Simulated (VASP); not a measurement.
# W (C2/m) in VASP: notebook

Runs on W. Level: PBEsol. Tasks: single point.

Program: VASP 6.6.1. These are calculated values, not measurements. Logs are shortened: lines on timing, memory, paths and dates and some standing lists are left out, and cuts for length are marked.

### 1 The cell of the first run

It takes space group C2/m (No. 12, monoclinic). The conventional cell has a = 3.604 Å, b = 3.998 Å, c = 2.548 Å, α = 90.00°, β = 128.64°, γ = 90.00°. Within 3.4 Å of W (site symmetry 2/m) lie 12 W at 2.55 to 2.83 Å.

### 2 Single point, PBEsol (engineering shear strain xz -0.1000, normal strain along z -0.1000)

INCAR reads:

```
SYSTEM = W
PREC = Accurate
ENCUT = 500
EDIFF = 1E-6
ISMEAR = 0
SIGMA = 0.15
LREAL = .False.
LASPH = .True.
NELM = 120
ALGO = Normal
ISIF = 2
LWAVE = .False.
LCHARG = .False.
GGA = PS
NBANDS = 13
GGA_COMPAT = .False.
```

KPOINTS reads:

```
regular mesh
0
Gamma
  20 20 20
  0 0 0
```

POSCAR reads:

```
W
1.0
   -0.0999563461      1.9991269217      1.7992142295
    1.8991705756      0.0000000000      1.6992578834
    1.9991269217      1.9991269217     -0.0999563461
W
1
Direct
    0.0000000000      0.0000000000      0.0000000000
```

Potentials or basis: VASP PAW PBE potentials, release 64 (W_sv).

Launch:

```console
$ cat potpaw_PBE.64/W_sv/POTCAR > POTCAR
$ mpirun -np 1 vasp_std > vasp.out
```

OUTCAR:

```text
SYSTEM = W
   PREC = Accurate
   ENCUT = 500
   EDIFF = 1E-6
   ISMEAR = 0
   LREAL = .False.
   LASPH = .True.
   NELM = 120
   ISIF = 2
   GGA = PS

 ion  position               nearest neighbor table
   1  0.000  0.000  0.000-

  LATTYP: Found a base centered monoclinic cell.
 ALAT       =     3.6039773111
 B/A-ratio  =     1.1094003925
 C/A-ratio  =     0.7071067812
 COS(beta)  =    -0.6244296806

  Lattice vectors:

 A1 = (   0.0999563461,  -1.9991269217,  -1.7992142295)
 A2 = (   0.0999563461,   1.9991269217,  -1.7992142295)
 A3 = (   1.8991705756,   0.0000000000,   1.6992578834)

Analysis of symmetry for initial positions (statically):
=====================================================================
 Subroutine PRICEL returns:
 Original cell was already a primitive cell.

 Routine SETGRP: Setting up the symmetry group for a
 base centered monoclinic supercell.

 Subroutine GETGRP returns: Found  4 space group operations
 (whereof  4 operations were pure point group operations)
 out of a pool of  4 trial point group operations.

The static configuration has the point symmetry C_2h.

Analysis of symmetry for dynamics (positions and initial velocities):
=====================================================================
 Subroutine PRICEL returns:
 Original cell was already a primitive cell.

 Routine SETGRP: Setting up the symmetry group for a
 base centered monoclinic supercell.

 Subroutine GETGRP returns: Found  4 space group operations
 (whereof  4 operations were pure point group operations)
 out of a pool of  4 trial point group operations.

The dynamic configuration has the point symmetry C_2h.

 Subroutine INISYM returns: Found  4 space group operations
 (whereof  4 operations are pure point group operations),
 and found     1 'primitive' translations

----------------------------------------------------------------------------------------

                                     Primitive cell

  volume of cell :      14.3412

  direct lattice vectors                    reciprocal lattice vectors
    -0.099956346  1.999126922  1.799214229    -0.236872206  0.250109182  0.264739525
     1.899170576  0.000000000  1.699257883     0.264739525 -0.250109182  0.292606843
     1.999126922  1.999126922 -0.099956346     0.236872206  0.250109182 -0.264739525

  length of vectors
     2.691406986  2.548396796  2.828958849     0.434453750  0.467183458  0.434453750

  position of ions in fractional coordinates (direct lattice)
     0.000000000  0.000000000  0.000000000

  ion indices of the primitive-cell ions
   primitive index   ion index
                 1           1

----------------------------------------------------------------------------------------

 KPOINTS: regular mesh

Automatic generation of k-mesh.
 Grid dimensions read from file:
 generate k-points for:   20   20   20

 Generating k-lattice:

  Cartesian coordinates                     Fractional coordinates (reciprocal lattice)
    -0.011843610  0.012505459  0.013236976     0.050000000 -0.000000000 -0.000000000
     0.013236976 -0.012505459  0.014630342     0.000000000  0.050000000 -0.000000000
     0.011843610  0.012505459 -0.013236976     0.000000000  0.000000000  0.050000000

  Length of vectors
     0.021722688  0.023359173  0.021722688

  Shift w.r.t. Gamma in fractional coordinates (k-lattice)
     0.000000000  0.000000000  0.000000000

 Subroutine IBZKPT returns following result:
 ===========================================

 Found   2112 irreducible k-points:

 Following reciprocal coordinates:
            Coordinates               Weight
  0.000000  0.000000  0.000000      1.000000
  0.050000 -0.000000 -0.000000      4.000000
  0.100000 -0.000000 -0.000000      4.000000
  0.150000 -0.000000 -0.000000      4.000000
  0.200000 -0.000000 -0.000000      4.000000
  0.250000 -0.000000  0.000000      4.000000
[... 16 lines left out ...]
 -0.450000  0.050000  0.000000      4.000000
 -0.400000  0.050000  0.000000      4.000000
 [... further k-points ...]
   k-points           NKPTS =   2112   k-points in BZ     NKDIM =   2112   number of bands    NBANDS=     13
   number of dos      NEDOS =    301   number of ions     NIONS =      1
   total plane-waves  NPLWV =   9600
   dimension x,y,z NGX =    20 NGY =   20 NGZ =   24
   dimension x,y,z NGXF=    40 NGYF=   40 NGZF=   48
   ions per type =               1
   NGX,Y,Z   is equivalent  to a cutoff of  12.35, 13.05, 14.10 a.u.
   NGXF,Y,Z  is equivalent  to a cutoff of  24.71, 26.09, 28.21 a.u.
 SYSTEM =  W
   PREC   = accura    normal or accurate (medium, high low for compatibility)
   ISTART =      0    job   : 0-new  1-cont  2-samecut
   ICHARG =      2    charge: 1-file 2-atom 10-const
   ISPIN  =      1    spin polarized calculation?
   LNONCOLLINEAR =      F non collinear calculations
   LSORBIT =      F    spin-orbit coupling
   LASPH  =      T    aspherical Exc in radial PAW
   ENCUT  =  500.0 eV  36.75 Ry    6.06 a.u.   4.91  4.65  5.16*2*pi/ulx,y,z
   NELM   =    120;   NELMIN=  2; NELMDL= -5     # of ELM steps
   EDIFF  = 0.1E-05   stopping-criterion for ELM
   LREAL  =      F    real-space projection
   EDIFFG = 0.1E-04   stopping-criterion for IOM
   NSW    =      0    number of steps for IOM
   IBRION =     -1    ionic relax: 0-MD 1-quasi-New 2-CG
   NFREE  =      0    steps in history (QN), initial steepest desc. (CG)
   ISIF   =      2    stress and relaxation
   ISYM   =      2    0-nonsym 1-usesym 2-fastsym
   POTIM  = 0.5000    time-step for ionic-motion
   TEBEG  =    0.0;   TEEND  =   0.0 temperature during run
   PSTRESS=    0.0 pullay stress
   NELECT =      14.0000    total number of electrons
   NUPDOWN=      -1.0000    fix difference up-down
   EMIN   =  10.00;   EMAX   =-10.00  energy-range for DOS
   EFERMI =   0.00;   METHOD = LEGACY
   ISMEAR =     0;   SIGMA  =   0.15  broadening in eV -4-tet -1-fermi 0-gaus
   EFERMI_NEDOS =   21; number of points for ismear=-14 and -15
   IALGO  =     38    algorithm
   IMIX   =      4    mixing-type and parameters
     AMIX     =   0.40;   BMIX     =  1.00
     AMIX_MAG =   1.60;   BMIX_MAG =  1.00
  volume/ion in A,a.u.               =      14.34        96.78
  Fermi-wavevector in a.u.,A,eV,Ry     =   1.624011  3.068936 35.884169  2.637412
  Thomas-Fermi vector in A             =   2.717368
   LORBIT       =      0    0 simple, 1 ext, 2 COOP (PROOUT), +10 PAW based schemes
   GGA     = PS    functional components
   LHFCALC =     F    Hartree Fock is set to
   AEXX    =    0.0000 exact exchange contribution
   IVDW    =     0    specifies the selected vdW correction
   LEPSILON=     F    determine dielectric tensor
   LRPA    =     F    only Hartree local field effects (RPA)
 non-spin polarized calculation
 Gauss-broadening in eV      SIGMA  =   0.15
  energy-cutoff  :      500.00
  volume of cell :       14.34
 maximum number of plane-waves:       377
   NGX =  9   NGY =  9   NGZ = 11

 number of electron      14.0000001 magnetization

 Free energy of the ion-electron system (eV)
  ---------------------------------------------------
  ext. energy  EPLUGINS =         0.00000000
  ---------------------------------------------------
  free energy    TOTEN  =       -13.20709381 eV

  energy without entropy =      -13.19931827  energy(sigma->0) =      -13.20320604

 E-fermi :  12.5959     XC(G=0): -14.3203

 val. band max:       12.5948783875   @ k =  -0.4000   0.3500   0.0500
 cond. band min:      12.5962857152   @ k =  -0.2000   0.2000   0.0000
 fundamental gap:      0.0014073277
 Fermi energy:        12.5959069352

 k-point     1 :       0.0000    0.0000    0.0000
  band No.  band energies     occupation
      1     -61.1949      2.00000
      2     -24.7427      2.00000
      3     -24.6183      2.00000
      4     -24.3288      2.00000
      5       2.5977      2.00000
      6      10.5192      2.00000
      7      10.7110      2.00000
      8      13.3173      0.00000
      9      14.2970      0.00000
     10      16.2794      0.00000
     11      25.3636      0.00000
     12      29.5593      0.00000
     13      29.9691      0.00000

 k-point     2 :       0.0500   -0.0000   -0.0000
  band No.  band energies     occupation
      1     -61.1911      2.00000
      2     -24.7722      2.00000
      3     -24.6362      2.00000
      4     -24.3333      2.00000
      5       2.7193      2.00000
      6      10.5030      2.00000
      7      10.6985      2.00000
      8      13.3515      0.00000
      9      14.2861      0.00000
     10      16.2230      0.00000
     11      25.6021      0.00000
     12      29.4645      0.00000
     13      30.1001      0.00000

 k-point     3 :       0.1000   -0.0000   -0.0000
  band No.  band energies     occupation
      1     -61.1799      2.00000
      2     -24.8775      2.00000
      3     -24.6678      2.00000
      4     -24.3457      2.00000
      5       3.0708      2.00000
      6      10.3972      2.00000
      7      10.7127      2.00000
      8      13.4518      0.00000
      9      14.2870      0.00000
     10      16.0858      0.00000
     11      26.2673      0.00000
     12      28.9747      0.00000
     13      30.6780      0.00000
[... 305 lines left out ...]
 k-point    23 :      -0.4500    0.0500    0.0000
  band No.  band energies     occupation
      1     -61.0341      2.00000
      2     -26.2761      2.00000
      3     -24.8610      2.00000
      4     -24.5303      2.00000
      5       5.9602      2.00000
      6      10.0082      2.00000
      7      12.2197      1.99961
      8      13.2823      0.00000
      9      17.5875      0.00000
     10      18.5232      0.00000
     11      24.1082      0.00000
     12      25.8925      0.00000
     13      32.1081      0.00000

 k-point    24 :      -0.4000    0.0500    0.0000
  band No.  band energies     occupation
      1     -61.0435      2.00000
      2     -26.1883      2.00000
      3     -24.8445      2.00000
      4     -24.5279      2.00000
      5       5.9484      2.00000
      6      10.0944      2.00000
      7      11.7681      2.00000
      8      13.2021      0.00000
      9      17.1143      0.00000
     10      18.2367      0.00000
     11      24.5045      0.00000
     12      26.5869      0.00000
     13      33.0199      0.00000

 [... further k-points ...]

------------------------ aborting loop because EDIFF is reached ----------------------------------------

  FORCE on cell =-STRESS in cart. coord.  units (eV):
  Direction    XX          YY          ZZ          XY          YZ          ZX
  --------------------------------------------------------------------------------------
  -------------------------------------------------------------------------------------
  Total        4.7017483      4.4832604      2.5402439      0.0000000     -0.0000000      0.7897728
  in kB      525.2721856    500.8630429    283.7921942      0.0000000     -0.0000000     88.2322234
  external PRESSURE =     436.6424742 kB  Pullay stress =       0.0000000 kB

 VOLUME and BASIS-vectors are now :
 -----------------------------------------------------------------------------
  energy-cutoff  :      500.00
  volume of cell :       14.34
      direct lattice vectors                 reciprocal lattice vectors
    -0.099956346  1.999126922  1.799214229    -0.236872206  0.250109182  0.264739525
     1.899170576  0.000000000  1.699257883     0.264739525 -0.250109182  0.292606843
     1.999126922  1.999126922 -0.099956346     0.236872206  0.250109182 -0.264739525

 POSITION                                       TOTAL-FORCE (eV/Angst)
 -----------------------------------------------------------------------------------
      0.00000      0.00000      0.00000         0.000000      0.000000     -0.000000
 -----------------------------------------------------------------------------------
    total drift:                                0.000000     -0.000000      0.000000

  FREE ENERGIE OF THE ION-ELECTRON SYSTEM (eV)
  ---------------------------------------------------
  free  energy   TOTEN  =       -13.2070938150 eV

  energy  without entropy=      -13.1993182651  energy(sigma->0) =      -13.20320604
```

Run time: 3.3 min. Hardware: 1 thread of Intel Xeon Platinum 8559C (Emerald Rapids), shared host; peak memory 0.43 GiB.

Results:

```yaml
Free_energy: -13.2071 eV
Pressure: 43.7 GPa
Band_gap_on_the_k_mesh: zero (bands 7 and 8 overlap by 5.83 eV)
```

Stress tensor (GPa, compression positive):
```
52.53  0.00  8.82
 0.00 50.09  0.00
 8.82  0.00 28.38
```

Levels at points of the mesh, in eV from the Fermi level:
```tsv
k point	band 5	band 6	band 7	band 8	band 9	band 10
(0.00, 0.00, 0.00)	-10.00	-2.08	-1.88	0.72	1.70	3.68
(0.50, 0.00, 0.00)	-6.78	-2.73	0.28	0.62	4.92	5.98
(0.00, 0.50, 0.00)	-6.69	-2.44	-0.66	1.53	4.59	6.74
(0.50, 0.50, 0.00)	-6.82	-6.05	4.90	5.27	6.49	7.20
(0.50, 0.00, 0.50)	-6.86	-5.61	2.86	5.49	5.72	7.34
(0.00, 0.50, 0.50)	-6.84	-5.55	2.94	5.21	5.47	7.13
```

Caveat: the cell differs from its parent crystal (engineering shear strain xz -0.1000, normal strain along z -0.1000); the stress differs along the axes, from 28 to 53 GPa; the PAW data sets were made with another functional, which shifts forces and pressure a little; spin-orbit coupling is left out, which moves the levels of the heavy elements.

### 3 Single point, PBEsol (engineering shear strain xz -0.3000, normal strain along z -0.1500)

INCAR reads:

```
SYSTEM = W
ALGO = Normal
EDIFF = 1E-6
ENCUT = 500
GGA = PS
GGA_COMPAT = .False.
ISIF = 2
ISMEAR = 0
LASPH = .True.
LCHARG = .True.
LELF = .True.
LREAL = .False.
LVHAR = .True.
LWAVE = .False.
NBANDS = 13
NELM = 120
PREC = Accurate
SIGMA = 0.15
```

KPOINTS reads:

```
k-points
0
Gamma
  20 20 20
  0 0 0
```

POSCAR reads:

```
W
1.0
   -0.2998690383      1.9991269217      1.6992578834
    1.6992578834      0.0000000000      1.3993888452
    1.9991269217      1.9991269217     -0.2998690383
W
1
Direct
    0.0000000000      0.0000000000      0.0000000000
```

Potentials or basis: VASP PAW PBE potentials, release 64 (W_sv).

Launch:

```console
$ cat potpaw_PBE.64/W_sv/POTCAR > POTCAR
$ mpirun -np 1 vasp_std > vasp.out
```

Run time: 2.4 min. Hardware: 1 thread of AMD EPYC 9R45 (Zen 5), shared host; peak memory 0.38 GiB.

It converged, with:

```yaml
Free_energy: -11.7130 eV
Pressure: 116.9 GPa
Band_gap_on_the_k_mesh: zero (bands 7 and 8 overlap by 5.01 eV)
```

Stress tensor (GPa, compression positive):
```
153.47   0.00 111.88
  0.00  77.24   0.00
111.88   0.00 120.08
```

Levels at points of the mesh, in eV from the Fermi level:
| k point | band 4 | band 5 | band 6 | band 7 | band 8 | band 9 | band 10 | band 11 |
| --- | --- | --- | --- | --- | --- | --- | --- | --- |
| (0.00, 0.00, 0.00) | -35.95 | -10.58 | -4.88 | -4.55 | 1.97 | 4.14 | 5.28 | 12.11 |
| (0.50, 0.00, 0.00) | -36.07 | -7.56 | -5.29 | -0.78 | 2.54 | 4.32 | 7.43 | 11.00 |
| (0.00, 0.50, 0.00) | -37.48 | -7.89 | -4.63 | -0.02 | 2.82 | 3.15 | 7.34 | 11.24 |
| (0.50, 0.50, 0.00) | -38.16 | -7.96 | -7.65 | 2.48 | 6.18 | 6.45 | 9.27 | 11.53 |
| (0.50, 0.00, 0.50) | -36.19 | -7.95 | -6.78 | 2.63 | 6.00 | 6.70 | 8.10 | 9.38 |
| (0.00, 0.50, 0.50) | -37.52 | -7.73 | -6.32 | 3.03 | 3.65 | 4.38 | 5.74 | 11.97 |

Caveat: the cell differs from its parent crystal (engineering shear strain xz -0.3000, normal strain along z -0.1500); the stress differs along the axes, from 77 to 153 GPa; the PAW data sets were made with another functional, which shifts forces and pressure a little; spin-orbit coupling is left out, which moves the levels of the heavy elements.

(Part 1 of 3 ends here.)
